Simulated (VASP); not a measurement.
# AgCl (Pmma) in VASP: further runs, part 3 of 3

VASP 6.6.1. Earlier steps stand in the parts before.

### Step 7. Single point, PBEsol (the cell strained)

Contents of INCAR:

```
PREC = Accurate
ENCUT = 520
EDIFF = 1E-6
ISMEAR = 0
SIGMA = 0.05
LREAL = False
LASPH = True
NELM = 60
ALGO = Normal
ISIF = 2
LWAVE = False
LCHARG = False
GGA = PS
NBANDS = 26
```

Contents of KPOINTS:

```
Automatic mesh
0
Gamma
  10 10 6
```

Contents of POSCAR:

```
AgCl
1.0
    3.2535431896      0.0000000000      0.0000000000
    0.0000000000      3.3311591989      0.0000000000
    0.0000000000      0.0000000000      6.6623183978
Ag Cl
2 2
Direct
    0.0000000000      0.0000000000      0.0000000000
    0.0000000000      0.0000000000      0.5000000000
    0.3809123262      0.5000000000      0.2500000000
    0.6190876738      0.5000000000      0.7500000000
```

Potentials or basis: VASP PAW PBE potentials, release 64 (Ag, Cl).

The run is started by

```
$ cat potpaw_PBE.64/Ag/POTCAR potpaw_PBE.64/Cl/POTCAR > POTCAR
$ mpirun -np 1 vasp_std > vasp.out
```

OUTCAR:

```text
PREC = Accurate
   ENCUT = 520
   EDIFF = 1E-6
   ISMEAR = 0
   LREAL = False
   LASPH = True
   NELM = 60
   ISIF = 2
   GGA = PS

 ion  position               nearest neighbor table
   1  0.000  0.000  0.000-   3 2.66   4 2.66   3 2.66   4 2.66   4 3.10   4 3.10   3 3.10   3 3.10
                             2 3.33   2 3.33
   2  0.000  0.000  0.500-   3 2.66   4 2.66   3 2.66   4 2.66   4 3.10   4 3.10   3 3.10   3 3.10
                             1 3.33   1 3.33
   3  0.381  0.500  0.250-   1 2.66   2 2.66   1 2.66   2 2.66   1 3.10   2 3.10   1 3.10   2 3.10

   4  0.619  0.500  0.750-   1 2.66   2 2.66   1 2.66   2 2.66   1 3.10   2 3.10   1 3.10   2 3.10

  LATTYP: Found a simple orthorhombic cell.
 ALAT       =     3.2535431896
 B/A-ratio  =     1.0238558411
 C/A-ratio  =     2.0477116822

  Lattice vectors:

 A1 = (   3.2535431896,   0.0000000000,   0.0000000000)
 A2 = (   0.0000000000,   3.3311591989,   0.0000000000)
 A3 = (   0.0000000000,   0.0000000000,   6.6623183978)

Analysis of symmetry for initial positions (statically):
[... 173 lines left out ...]
  ext. energy  EPLUGINS =         0.00000000
  ---------------------------------------------------
  free energy    TOTEN  =       -11.69801931 eV

  energy without entropy =      -11.69801931  energy(sigma->0) =      -11.69801931

 E-fermi :   5.8664     XC(G=0): -11.2019

 val. band max:        5.6730360444   @ k =   0.0000   0.5000   0.0000
 cond. band min:       6.3136464905   @ k =   0.0000   0.0000   0.0000
 fundamental gap:      0.6406104462
 Fermi energy:         5.8663991473

 k-point     1 :       0.0000    0.0000    0.0000
  band No.  band energies     occupation
      1     -10.1553      2.00000
      2      -9.5561      2.00000
      3      -0.8594      2.00000
      4       1.4067      2.00000
      5       1.4893      2.00000
      6       1.9793      2.00000
[... 685 lines left out ...]
     25      14.8920      0.00000
     26      16.0408      0.00000

 [... further k-points ...]
[... 5 lines left out ...]
  --------------------------------------------------------------------------------------
  -------------------------------------------------------------------------------------
  Total        2.1517447      1.9040703      1.1314817      0.0000000      0.0000000      0.0000000
  in kB       47.7445698     42.2489780     25.1061875      0.0000000      0.0000000      0.0000000
  external PRESSURE =      38.3665784 kB  Pullay stress =       0.0000000 kB

 VOLUME and BASIS-vectors are now :
 -----------------------------------------------------------------------------
  energy-cutoff  :      520.00
  volume of cell :       72.21
      direct lattice vectors                 reciprocal lattice vectors
     3.253543190  0.000000000  0.000000000     0.307357223  0.000000000  0.000000000
     0.000000000  3.331159199  0.000000000     0.000000000  0.300195800  0.000000000
     0.000000000  0.000000000  6.662318398     0.000000000  0.000000000  0.150097900

 POSITION                                       TOTAL-FORCE (eV/Angst)
 -----------------------------------------------------------------------------------
      0.00000      0.00000      0.00000         0.000000      0.000000      0.000000
      0.00000      0.00000      3.33116         0.000000      0.000000      0.000000
      1.23931      1.66558      1.66558        -0.009768      0.000000      0.000000
      2.01423      1.66558      4.99674         0.009768     -0.000000      0.000000
 -----------------------------------------------------------------------------------
    total drift:                                0.000000      0.000000      0.000000

  FREE ENERGIE OF THE ION-ELECTRON SYSTEM (eV)
  ---------------------------------------------------
  free  energy   TOTEN  =       -11.6980193128 eV

  energy  without entropy=      -11.6980193127  energy(sigma->0) =      -11.69801931
```

OSZICAR:

```text
N       E                     dE             d eps       ncg     rms          rms(c)
DAV:   1     0.243296722118E+03    0.24330E+03   -0.17726E+04  7512   0.130E+03
DAV:   2     0.964328046392E+00   -0.24233E+03   -0.23007E+03  8310   0.294E+02
DAV:   3    -0.120716084939E+02   -0.13036E+02   -0.12933E+02  8898   0.693E+01
DAV:   4    -0.122036776619E+02   -0.13207E+00   -0.13197E+00  8576   0.770E+00
DAV:   5    -0.122052269864E+02   -0.15493E-02   -0.15492E-02  9056   0.852E-01    0.123E+01
DAV:   6    -0.117084095798E+02    0.49682E+00   -0.11838E+00  8788   0.119E+01    0.820E+00
DAV:   7    -0.117056299815E+02    0.27796E-02   -0.34965E-01  8050   0.324E+00    0.282E+00
DAV:   8    -0.116984027364E+02    0.72272E-02   -0.17321E-02  8210   0.117E+00    0.555E-01
DAV:   9    -0.116979933195E+02    0.40942E-03   -0.42799E-03  8836   0.545E-01    0.593E-02
DAV:  10    -0.116980086748E+02   -0.15355E-04   -0.87056E-05  8504   0.785E-02    0.374E-02
DAV:  11    -0.116980190135E+02   -0.10339E-04   -0.10927E-05  8596   0.281E-02    0.127E-02
DAV:  12    -0.116980193128E+02   -0.29927E-06   -0.19739E-06  5436   0.160E-02
   1 F= -.11698019E+02 E0= -.11698019E+02  d E =-.150723E-10
```

stdout:

```text
POSCAR found type information on POSCAR AgCl
 POSCAR found :  2 types and       4 ions
 scaLAPACK will be used
 -----------------------------------------------------------------------------
|                                                                             |
|                                                                             |
|     You enforced a specific xc type in the INCAR file but a different       |
|     I HOPE YOU KNOW WHAT YOU ARE DOING!                                     |
|                                                                             |
 -----------------------------------------------------------------------------

 LDA part: xc-table for (Slater+PW92), standard interpolation
 POSCAR, INCAR and KPOINTS ok, starting setup
 FFT: planning ... GRIDC
 FFT: planning ... GRID_SOFT
 FFT: planning ... GRID
 WAVECAR not read
 entering main loop
```

Wall time 100 s (1 thread of AMD EPYC 9R45 (Zen 5), shared host); peak memory 0.31 GiB.

Results:

```yaml
Free_energy: -11.6980 eV
Pressure: 3.8 GPa
Largest_force: 0.010 eV/Å
Band_gap_on_the_k_mesh: 0.64 eV (least direct gap 0.68 eV)
```

Forces in eV/Å, atoms in the order of the input:
```
Ag   0.000  0.000  0.000
Ag   0.000  0.000  0.000
Cl  -0.010  0.000  0.000
Cl   0.010  0.000  0.000
```

Caveat: the cell differs from its parent crystal (the cell strained); the cell stands under pressure; semilocal functionals underestimate gaps, and a narrow one can read as zero; the PAW data sets were made with another functional, which shifts forces and pressure a little.

### Step 8. Overview

```tsv
cell	gap on the mesh (eV)	pressure (GPa)	largest force (eV/Å)
a = 3.409, b = 3.331, c = 6.662 Å, 4 atoms, atomic positions A	0.62	0.8	0.11
a = 3.487, b = 3.331, c = 6.662 Å, 4 atoms, atomic positions B	0.57	2.7	0.18
a = 3.487, b = 3.331, c = 6.662 Å, 4 atoms, atomic positions C	0.53	-2.1	0.25
a = 3.254, b = 3.331, c = 6.662 Å, 4 atoms, atomic positions C	0.59	2.1	0.13
a = 3.254, b = 3.331, c = 6.662 Å, 4 atoms, atomic positions B	0.57	6.8	0.32
a = 3.254, b = 3.331, c = 6.662 Å, 4 atoms, atomic positions A	0.64	3.8	0.01
```

Alike in all rows: task single point; level PBEsol; potentials or basis VASP PAW PBE potentials, release 64 (Ag, Cl); no spin polarisation; k mesh 10 × 10 × 6; cutoff (eV) 520; smearing gaussian 0.05 eV.

Caveats: semilocal functionals underestimate gaps, and a narrow one can read as zero; the PAW data sets were made with another functional, which shifts forces and pressure a little; the cell stands under pressure (at least some runs).

Total energies depend on the potentials used, so only differences within one code and one set of settings carry meaning.
